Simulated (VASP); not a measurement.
# Si16Au (a cell with a defect) in VASP: single point with PBE

Aim: the single point of Si16Au (a cell with a defect) with PBE.

All numbers are computed with VASP 6.6.1; they aren't measurements. Logs are shortened: lines on timing, memory, paths and dates and some standing lists are left out, and cuts for length are marked.

## Step 1: The cell of the first run

The cell holds a defect, 17 atoms: a = 7.679 Å, b = 7.679 Å, c = 7.679 Å, α = 60.00°, β = 60.00°, γ = 60.00°.

## Step 2: Single point, PBE, collinear spin, zero start

INCAR

```
  ALGO = Normal
  EDIFF = 1E-6
  ENCUT = 520
  GGA = PE
  ISIF = 2
  ISMEAR = -1
  ISPIN = 2
  LASPH = True
  LCHARG = True
  LELF = True
  LMAXMIX = 4
  LORBIT = 11
  LREAL = Auto
  LVHAR = True
  LWAVE = False
  MAGMOM = 0 0 0 0 0 0 0 0 0 0 0 0 0 0 0 0 0
  NBANDS = 56
  NELM = 150
  PREC = Accurate
  SIGMA = 0.05
```

KPOINTS

```
k-points
0
Gamma
  2 2 2
```

POSCAR

```
Si16Au
1.0
    0.0000000000      5.4300000000      5.4300000000
    5.4300000000      0.0000000000      5.4300000000
    5.4300000000      5.4300000000      0.0000000000
Si Au
16 1
Direct
   -0.0253354512     -0.0019906998      0.0092687845
    0.1115496317      0.1217726519      0.1399568140
   -0.0006161142     -0.0038328729      0.5116976980
    0.1214121547      0.1205747698      0.6383281768
    0.0157194291      0.4993437385      0.0140989871
    0.1196879374      0.6285006446      0.1499501842
    0.0110058932      0.4919734807      0.5208141805
    0.1315406998      0.6235252302      0.6429780847
    0.4731691529     -0.0094927256     -0.0268205341
    0.5935302947      0.0948919890      0.1185754144
    0.4938657459     -0.0020432781      0.4922047882
    0.6258895028      0.1332769797      0.6053556169
    0.4724846225      0.4760089319     -0.0161378453
    0.6430846225      0.6601199816      0.1571334254
    0.5027317680      0.5049628913      0.5229542357
    0.6392061694      0.6284363720      0.6311616022
    0.7219548803      0.3156672192      0.1648817680
```

Potentials or basis: VASP PAW PBE potentials, release 64 (Si, Au).

On the command line:

```bash
cat potpaw_PBE.64/Si/POTCAR potpaw_PBE.64/Au/POTCAR > POTCAR
mpirun -np 1 vasp_std > vasp.out
```

OUTCAR:

```text
EDIFF = 1E-6
   ENCUT = 520
   GGA = PE
   ISIF = 2
   ISMEAR = -1
   ISPIN = 2
   LASPH = True
   LORBIT = 11
   LREAL = Auto
   NELM = 150
   PREC = Accurate

 ion  position               nearest neighbor table
   1  0.975  0.998  0.009-   6 2.33   4 2.33  10 2.41   2 2.45  17 2.65
   2  0.112  0.122  0.140-   9 2.30   3 2.33   5 2.38   1 2.45  17 2.54
   3  0.999  0.996  0.512-   2 2.33   8 2.34   4 2.34  12 2.35
   4  0.121  0.121  0.638-   1 2.33   7 2.33   3 2.34  11 2.34
   5  0.016  0.499  0.014-   6 2.32   8 2.33  14 2.37   2 2.38  17 2.71
   6  0.120  0.629  0.150-  13 2.28   5 2.32   7 2.33   1 2.33
   7  0.011  0.492  0.521-   6 2.33   4 2.33  16 2.33   8 2.35
   8  0.132  0.624  0.643-   5 2.33  15 2.33   3 2.34   7 2.35
   9  0.473  0.991  0.973-  14 2.25   2 2.30  10 2.33  12 2.33
  10  0.594  0.095  0.119-   9 2.33  11 2.37  13 2.39   1 2.41  17 2.57  14 3.04
  11  0.494  0.998  0.492-  16 2.33   4 2.34  10 2.37  12 2.39  17 3.01
  12  0.626  0.133  0.605-   9 2.33   3 2.35  15 2.35  11 2.39  17 2.78
  13  0.472  0.476  0.984-   6 2.28  16 2.28  17 2.39  10 2.39
  14  0.643  0.660  0.157-   9 2.25  15 2.32   5 2.37  17 2.38  10 3.04
  15  0.503  0.505  0.523-  16 2.31  14 2.32   8 2.33  12 2.35  17 3.07
  16  0.639  0.628  0.631-  13 2.28  15 2.31  11 2.33   7 2.33
  17  0.722  0.316  0.165-  14 2.38  13 2.39   2 2.54  10 2.57   1 2.65   5 2.71  12 2.78  11 3.01
                            15 3.07

  LATTYP: Found a face centered cubic cell.
 ALAT       =    10.8600000000

  Lattice vectors:

 A1 = (   0.0000000000,   5.4300000000,   5.4300000000)
 A2 = (   5.4300000000,   0.0000000000,   5.4300000000)
 A3 = (   5.4300000000,   5.4300000000,   0.0000000000)

Analysis of symmetry for initial positions (statically):
=====================================================================
 Subroutine PRICEL returns:
 Original cell was already a primitive cell.

 Routine SETGRP: Setting up the symmetry group for a
 face centered cubic supercell.

 Subroutine GETGRP returns: Found  1 space group operations
 (whereof  1 operations were pure point group operations)
 out of a pool of 48 trial point group operations.

The static configuration has the point symmetry C_1 .

Analysis of symmetry for dynamics (positions and initial velocities):
=====================================================================
 Subroutine PRICEL returns:
 Original cell was already a primitive cell.

 Routine SETGRP: Setting up the symmetry group for a
 face centered cubic supercell.

[... 174 lines left out ...]
  ---------------------------------------------------
  ext. energy  EPLUGINS =         0.00000000
  ---------------------------------------------------
  free energy    TOTEN  =       -85.74634903 eV

  energy without entropy =      -85.71250545  energy(sigma->0) =      -85.72942724

 E-fermi :   7.1131     XC(G=0):  -9.8054

 val. band max:        6.9205090744   @ k =   0.0000   0.0000   0.0000
 cond. band min:       7.1254385178   @ k =   0.0000   0.0000   0.0000
 fundamental gap:      0.2049294434
 Fermi energy:         7.1131003626

 spin component 1

 k-point     1 :       0.0000    0.0000    0.0000
  band No.  band energies     occupation
      1      -5.7898      1.00000
      2      -3.4722      1.00000
      3      -3.3634      1.00000
      4      -3.3252      1.00000
      5      -3.2110      1.00000
      6      -2.2391      1.00000
[... 405 lines left out ...]
     48      10.6040      0.00000
     49      10.7402      0.00000
 Fermi energy:         7.1131003626

 spin component 2

 k-point     1 :       0.0000    0.0000    0.0000
  band No.  band energies     occupation
      1      -5.7898      1.00000
      2      -3.4722      1.00000
      3      -3.3634      1.00000
      4      -3.3252      1.00000
      5      -3.2110      1.00000
      6      -2.2391      1.00000
[... 405 lines left out ...]
     48      10.6040      0.00000
     49      10.7402      0.00000
 [bands above 49 left out]

------------------------ aborting loop because EDIFF is reached ----------------------------------------

  FORCE on cell =-STRESS in cart. coord.  units (eV):
  Direction    XX          YY          ZZ          XY          YZ          ZX
  --------------------------------------------------------------------------------------
  -------------------------------------------------------------------------------------
  Total       12.9307221     15.0363221     12.9643282      0.5096648     -0.1725464      0.3835645
  in kB       64.6999399     75.2354838     64.8680906      2.5501502     -0.8633503      1.9191966
  external PRESSURE =      68.2678381 kB  Pullay stress =       0.0000000 kB

 VOLUME and BASIS-vectors are now :
 -----------------------------------------------------------------------------
  energy-cutoff  :      520.00
  volume of cell :      320.21
      direct lattice vectors                 reciprocal lattice vectors
     0.000000000  5.430000000  5.430000000    -0.092081031  0.092081031  0.092081031
     5.430000000  0.000000000  5.430000000     0.092081031 -0.092081031  0.092081031
     5.430000000  5.430000000  0.000000000     0.092081031  0.092081031 -0.092081031

 POSITION                                       TOTAL-FORCE (eV/Angst)
 -----------------------------------------------------------------------------------
      5.46952      5.34276     10.71162        -0.024141      0.014643     -0.012335
      1.42119      1.36568      1.26694        -0.037592      0.045662      0.029123
      8.18771      8.20517     10.83584         0.003158     -0.009474      0.007840
      4.12084      4.12539      1.31399         0.028183     -0.028246      0.003571
      2.78799      0.16191      2.79679         0.046505      0.042773      0.010050
      4.22699      1.46414      4.06266         0.072511      0.050354     -0.035047
[... 9 lines left out ...]
      6.83962      6.89810      6.88330         0.057989     -0.033549     -0.092922
      2.60938      4.81552      5.63429        -0.290239      0.015323      0.269047
 -----------------------------------------------------------------------------------
    total drift:                               -0.002881      0.000863     -0.004541

  FREE ENERGIE OF THE ION-ELECTRON SYSTEM (eV)
  ---------------------------------------------------
  free  energy   TOTEN  =       -85.7463490321 eV

  energy  without entropy=      -85.7125054453  energy(sigma->0) =      -85.72942724

 total charge

# of ion       s       p       d       tot
------------------------------------------
    1        0.737   0.933   0.000   1.671
    2        0.736   0.947   0.000   1.683
    3        0.748   0.954   0.000   1.702
    4        0.742   0.961   0.000   1.703
    5        0.745   0.936   0.000   1.681
    6        0.752   0.963   0.000   1.716
[... 9 lines left out ...]
   16        0.746   0.972   0.000   1.718
   17        0.740   0.521   8.701   9.961
--------------------------------------------------
tot         12.732  15.659   8.701  37.092

 magnetization (x)

# of ion       s       p       d       tot
------------------------------------------
    1       -0.000  -0.000   0.000  -0.000
    2       -0.000  -0.000   0.000  -0.000
    3       -0.000  -0.000   0.000  -0.000
    4        0.000   0.000   0.000   0.000
    5       -0.000  -0.000   0.000  -0.000
    6       -0.000  -0.000   0.000  -0.000
[... 9 lines left out ...]
   16        0.000   0.000   0.000   0.000
   17       -0.000  -0.000   0.000  -0.000
--------------------------------------------------
tot         -0.000  -0.000   0.000  -0.000
```

OSZICAR:

```text
N       E                     dE             d eps       ncg     rms          rms(c)
DAV:   1     0.206863660156E+03    0.20686E+03   -0.29361E+04  1792   0.112E+03
DAV:   2    -0.729349777810E+02   -0.27980E+03   -0.26162E+03  2136   0.179E+02
DAV:   3    -0.890169080317E+02   -0.16082E+02   -0.15673E+02  2232   0.374E+01
DAV:   4    -0.893523157832E+02   -0.33541E+00   -0.33356E+00  2288   0.637E+00
DAV:   5    -0.893602248513E+02   -0.79091E-02   -0.79036E-02  2264   0.933E-01    0.186E+01
DAV:   6    -0.863835202489E+02    0.29767E+01   -0.18129E+01  2024   0.267E+01    0.163E+01
DAV:   7    -0.859147157896E+02    0.46880E+00   -0.38938E+00  2032   0.104E+01    0.820E+00
DAV:   8    -0.857902158632E+02    0.12450E+00   -0.11141E+00  2112   0.470E+00    0.232E+00
DAV:   9    -0.857398129503E+02    0.50403E-01   -0.22155E-01  2072   0.353E+00    0.426E-01
DAV:  10    -0.857461467661E+02   -0.63338E-02   -0.57012E-02  2224   0.824E-01    0.345E-01
DAV:  11    -0.857458671142E+02    0.27965E-03   -0.51107E-03  2112   0.490E-01    0.165E-01
DAV:  12    -0.857464767796E+02   -0.60967E-03   -0.20163E-03  2048   0.163E-01    0.926E-02
DAV:  13    -0.857463582049E+02    0.11857E-03   -0.25837E-04  2208   0.106E-01    0.467E-02
DAV:  14    -0.857463452199E+02    0.12985E-04   -0.18714E-04  2088   0.632E-02    0.120E-02
DAV:  15    -0.857463483963E+02   -0.31764E-05   -0.11533E-05  2208   0.163E-02    0.489E-03
DAV:  16    -0.857463490321E+02   -0.63581E-06   -0.13196E-06  1424   0.830E-03
   1 F= -.85746349E+02 E0= -.85729427E+02  d E =-.338436E-01  mag=    -0.0000
```

Run time: 11 min. Hardware: 1 thread of AMD EPYC 7R43 (Zen 3), shared host; peak memory 0.69 GiB.

What came out:

```
Free energy                                           : -85.7463 eV
Pressure                                              : 6.8 GPa
Largest force                                         : 0.396 eV/Å
Net moment                                            : 0.00 μB per cell
Valence electrons inside the program's atomic spheres : Si 1.67, 1.68, 1.70, 1.72, 1.73 (each value once); Au 9.96
```

Forces on the atoms (eV/Å):
```
Si  -0.024  0.015 -0.012
Si  -0.038  0.046  0.029
Si   0.003 -0.009  0.008
Si   0.028 -0.028  0.004
Si   0.047  0.043  0.010
Si   0.073  0.050 -0.035
Si   0.112 -0.010 -0.054
Si   0.044  0.014 -0.011
Si  -0.051  0.013  0.034
Si   0.010  0.021 -0.017
Si   0.008 -0.015 -0.019
Si  -0.046 -0.063 -0.002
Si   0.108  0.027 -0.015
Si  -0.019 -0.051 -0.067
Si  -0.022 -0.033 -0.028
Si   0.058 -0.034 -0.093
Au  -0.290  0.015  0.269
```

Levels at points of the mesh, in eV from the Fermi level:
Spin up:
| k point | band 35 | band 36 | band 37 | band 38 | band 39 | band 40 |
| --- | --- | --- | --- | --- | --- | --- |
| (0.00, 0.00, 0.00) | -1.20 | -0.85 | -0.78 | -0.26 | -0.19 | 0.01 |
| (0.50, 0.00, 0.00) | -1.43 | -1.37 | -0.65 | 0.21 | 0.49 | 0.67 |
| (0.00, 0.50, 0.00) | -1.29 | -1.24 | -0.54 | 0.04 | 0.16 | 0.66 |
| (0.00, 0.00, 0.50) | -1.42 | -1.38 | -0.67 | 0.39 | 0.59 | 0.74 |
| (0.50, 0.50, 0.50) | -1.44 | -1.25 | -0.97 | -0.20 | 0.26 | 0.71 |
| (0.50, 0.50, 0.00) | -1.87 | -1.57 | -1.12 | 0.14 | 0.35 | 1.35 |
| (0.00, 0.50, 0.50) | -2.01 | -1.54 | -1.01 | 0.11 | 0.40 | 1.29 |
| (0.50, 0.00, 0.50) | -2.10 | -1.30 | -1.00 | 0.20 | 0.53 | 1.33 |
Spin down:
```
           k point  band 34  band 35  band 36  band 37  band 38  band 39  band 40  band 41
(0.00, 0.00, 0.00)    -1.25    -1.20    -0.85    -0.78    -0.26    -0.19     0.01     0.13
(0.50, 0.00, 0.00)    -1.61    -1.43    -1.37    -0.65     0.21     0.49     0.67     0.78
(0.00, 0.50, 0.00)    -1.44    -1.29    -1.24    -0.54     0.04     0.16     0.66     0.82
(0.00, 0.00, 0.50)    -1.52    -1.42    -1.38    -0.67     0.39     0.59     0.74     0.88
(0.50, 0.50, 0.50)    -1.59    -1.44    -1.25    -0.97    -0.20     0.26     0.71     0.81
(0.50, 0.50, 0.00)    -2.02    -1.87    -1.57    -1.12     0.14     0.35     1.35     1.42
(0.00, 0.50, 0.50)    -2.02    -2.01    -1.54    -1.01     0.11     0.40     1.29     1.45
(0.50, 0.00, 0.50)    -2.11    -2.10    -1.30    -1.00     0.20     0.53     1.33     1.46
```

Caveat: the k points lie up to 0.50 Å⁻¹ apart; no moment was typed at the start, so none could form; spin-orbit coupling is left out, which moves the levels of the heavy elements.
